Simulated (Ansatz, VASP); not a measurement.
**One calculation of Sc3Be, two programs**

```
Sc Be
1.0
     4.31095    0.00000    0.00000
     0.00000    4.31095    0.00000
     0.00000    0.00000    4.31095
Sc Be
3 1
Direct
  0.00000 0.50000 0.50000
  0.50000 0.00000 0.50000
  0.50000 0.50000 0.00000
  0.00000 0.00000 0.00000
```

Alike in both runs: functional PBE; k mesh 4 × 4 × 4; occupations gaussian, width 0.1 eV; no spin polarisation.

Ansatz relaxed the structure, and its values are those at the end. VASP's run is a single point on that final structure, the one shown.

|  | VASP | Ansatz |
| --- | --- | --- |
| version | VASP 6.6.1 | Ansatz 0.2.0 |
| potentials or method | VASP PAW PBE potentials, release 64 (Sc_sv, Be), cutoff 520 eV | scalar-relativistic, plane waves, PAW |
| valence electrons in the cell | 35 | 35 |

```tsv
	VASP	Ansatz	Ansatz less VASP
gap on the k mesh at the Fermi level (eV)	none	none	-
pressure (GPa)	0.1	0.1	-0.06
```

A gap of «none» marks a metal or a gap that the smearing closes. The functional is the same, so the differences come from potentials, cutoffs and numerics.

The k mesh is coarse, so the values compare programs but aren't converged.
